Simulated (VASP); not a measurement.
Here is a VASP 6.6.1 calculation.

Contents of INCAR:

```
PREC = Accurate ; ENCUT = 500
EDIFF = 1E-7 ; ISMEAR = 0
SIGMA = 0.1 ; LREAL = False
LASPH = True ; NELM = 120
ALGO = Normal ; ISIF = 3
LWAVE = False ; LCHARG = False
GGA = PE ; IBRION = 2
NSW = 100 ; EDIFFG = -0.01
GGA_COMPAT = False ; NELMIN = 4
KPAR = 4
```

File KPOINTS:

```
Automatic mesh
0
Gamma
  10 10 6
```

The input POSCAR:

```
Sr3HfBi
1.0
    6.5552455972     -2.0470369700      0.0000000000
    6.5552455972      2.0470369700      0.0000000000
   -5.9866071554      0.0000000000      7.2403040094
Sr Hf Bi
3 1 1
Direct
    0.9411378303      0.9411378303      0.9317934598
    0.7901556449      0.7901556449      0.1938669308
    0.6443100969      0.6443100969      0.4544844489
    0.4565540978      0.4565540978      0.6245948217
    0.1678423302      0.1678423302      0.7952603388
```

Potentials or basis: VASP PAW PBE potentials, release 64 (Sr_sv, Hf_pv, Bi_d).

Run with:

```bash
$ cat potpaw_PBE.64/Sr_sv/POTCAR potpaw_PBE.64/Hf_pv/POTCAR potpaw_PBE.64/Bi_d/POTCAR > POTCAR
$ mpirun -np 4 vasp_std > vasp.out
```

Estimate the space group after relaxing (to 0.1 Å).

Cm (No. 8).

Predict the band gap on the k mesh.

zero (an odd number of electrons rules out a gap without spin polarisation).

Final structure:
```
Sr Hf Bi
1.0
     6.55272   -2.04298    0.01416
     6.55272    2.04298    0.01416
    -5.96871    0.00000    7.24860
Sr Hf Bi
3 1 1
Cartesian
  6.7683 0.0000 6.7764
  9.2008 0.0000 1.4312
  5.7380 0.0000 3.3066
  2.2618 0.0000 4.5358
  -2.5587 0.0000 5.7807
```

Caveat: spin-orbit coupling is left out, which moves the levels of the heavy elements.
